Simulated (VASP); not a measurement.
Set up this calculation in VASP 6.6.1, as the native input.

- Task: relaxation of cell and atoms
- Functional: PBE
- Potentials or basis: VASP PAW PBE potentials, release 64 (Re, S)
- Cutoff: 600 eV
- k mesh: 14 × 14 × 14
- Occupations: gaussian, width 0.1 eV
- Spin: no spin polarisation
- Dipole correction: no
- Further INCAR settings: ALGO = Normal; EDIFF = 1e-07; IBRION = 2; EDIFFG = -0.01; NSW = 100; ISIF = 3

The structure of ReS3 lies in POSCAR:

```
ReS3
1.0
   -2.4612976612      2.4612976612      2.4612976612
    2.4612976612     -2.4612976612      2.4612976612
    2.4612976612      2.4612976612     -2.4612976612
Re S
1 3
Direct
    0.0000000000      0.0000000000      0.0000000000
    0.0000000000      0.5000000000      0.5000000000
    0.5000000000      0.0000000000      0.5000000000
    0.5000000000      0.5000000000      0.0000000000
```

The cell was built from a structure type or drawn by symmetry, and may not be a known phase.

One way to write it, as run:

INCAR

```
SYSTEM = ReS3
PREC = Accurate
ENCUT = 600
EDIFF = 1E-7
ISMEAR = 0
SIGMA = 0.1
LREAL = .False.
LASPH = .True.
NELM = 60
ALGO = Normal
ISIF = 3
LWAVE = .False.
LCHARG = .False.
GGA = PE
IBRION = 2
NSW = 100
EDIFFG = -0.01
```

KPOINTS

```
regular mesh
0
Gamma
  14 14 14
  0 0 0
```

Potentials or basis: VASP PAW PBE potentials, release 64 (Re, S).

Launch:

```bash
$ cat potpaw_PBE.64/Re/POTCAR potpaw_PBE.64/S/POTCAR > POTCAR
$ mpirun -np 1 vasp_std > vasp.out
```

It gave:

| Item | Value |
| --- | --- |
| Relaxed volume | 14.94 Å³/atom |
| Relaxed cell | a = 4.266 Å, b = 4.266 Å, c = 4.266 Å, α = 109.47°, β = 109.47°, γ = 109.47° |
| Space group after relaxing (to 0.1 Å) | Im-3m (No. 229) |
| Energy gained by relaxing | 0.0 meV/atom |
| Ionic steps | 3 |
| Pressure after relaxing | 0.0 GPa |
| Band gap on the k mesh | zero (an odd number of electrons rules out a gap without spin polarisation) |

Caveat: spin-orbit coupling is left out, which moves the levels of the heavy elements.

Wall time 2.1 min on 1 thread of Intel(R) Xeon(R) 6975P-C (Granite Rapids) (shared host), peak memory 0.28 GiB.
